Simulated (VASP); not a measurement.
Input of a VASP 6.6.1 run:

INCAR

```
ALGO = Normal ; EDIFF = 1E-6
EDIFFG = -0.01 ; ENCUT = 600
GGA = PE ; IBRION = 2
ISIF = 4 ; ISMEAR = 0
LASPH = True ; LCHARG = False
LREAL = False ; LWAVE = False
NELM = 60 ; NSW = 50
PREC = Accurate ; SIGMA = 0.02
```

File KPOINTS:

```
k-points
0
Gamma
  12 12 4
```

Contents of POSCAR:

```
PtS2
1.0
    3.6141232352      0.0000000000      0.0000000000
   -1.8070616176      3.1299225341      0.0000000000
    0.0000000000      0.0000000000      6.7303119090
Pt S
1 2
Direct
    0.0000000000      0.0000000000      0.0000000000
    0.3333333333      0.6666666667      0.1838553634
    0.6666666667      0.3333333333      0.8161446366
```

Potentials or basis: VASP PAW PBE potentials, release 64 (Pt, S).

The run is started by

```console
$ cat potpaw_PBE.64/Pt/POTCAR potpaw_PBE.64/S/POTCAR > POTCAR
$ mpirun -np 1 vasp_std > vasp.out
```

(1) What does it give for the band gap on the k mesh?

## Answers

(1) 1.59 eV (least direct gap 1.69 eV).

Caveat: spin-orbit coupling is left out, which moves the levels of the heavy elements.
